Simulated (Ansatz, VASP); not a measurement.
**Si: VASP beside Ansatz**

File POSCAR:

```
Si
1.0
    2.6391948715      0.0000000000      0.0000000000
   -1.3195974358      2.2856098043      0.0000000000
    0.0000000000      0.0000000000      4.6897522617
Si
2
Direct
    0.3333333333      0.6666666667      0.2500000000
    0.6666666667      0.3333333333      0.7500000000
```

Contents of INCAR.step1:

```
ALGO = Normal ; EDIFF = 1E-4
ENCUT = 520 ; GGA = PE
ISMEAR = 0 ; LASPH = T
LCHARG = F ; LREAL = F
LWAVE = T ; NBANDS = 11
NELM = 60 ; PREC = Accurate
SIGMA = 0.15
```

The input INCAR.step2:

```
ALGO = Normal ; EDIFF = 1E-6
ENCUT = 520 ; ISIF = 2
ISMEAR = 0 ; ISTART = 1
LASPH = T ; LCHARG = F
LMIXTAU = T ; LREAL = F
LWAVE = F ; METAGGA = R2SCAN
NBANDS = 11 ; NELM = 60
PREC = Accurate ; SIGMA = 0.15
```

The input KPOINTS:

```
k-points
0
Gamma
  24 24 14
```

Input for Ansatz:

```yaml
crystal:
  lattice:
    - [2.6391948715, 0.0, 0.0]
    - [-1.3195974358, 2.2856098043, 0.0]
    - [0.0, 0.0, 4.6897522617]
  atoms:
    - { symbol: Si, position: [0.3333333333, 0.6666666667, 0.25] }
    - { symbol: Si, position: [0.6666666667, 0.3333333333, 0.75] }
basis:
  ecutwfc: 500
kpoints:
  mp_grid: { grid: [24, 24, 14] }
hamiltonian:
  xc: r2scan
scf:
  occupations: { method: gaussian, width: 0.15 }
output:
  forces: true
  stress: true
  eigenvalues: true
```

Change from the starting cell: strain +0.000 along x and y, +0.030 along z, atoms carried along.

Alike in both runs: task single point; functional r2SCAN; k mesh 24 × 24 × 14; occupations gaussian, width 0.15 eV; no spin polarisation.

```csv
,VASP,Ansatz
version,VASP 6.6.1,Ansatz 0.2.0
potentials or method,"VASP PAW PBE potentials, release 64 (Si), cutoff 520 eV","scalar-relativistic, plane waves, PAW"
valence electrons in the cell,8,8
```

```csv
,VASP,Ansatz,Ansatz less VASP
gap on the k mesh at the Fermi level (eV),none,none,-
pressure (GPa),-2.2,-2.2,-0.03
"traceless stress, the component that is largest in VASP (GPa)",-1.64,-1.68,-0.037
```

VASP's potentials were made for PBE, not for r2SCAN. A gap of «none» marks a metal or a gap that the smearing closes.
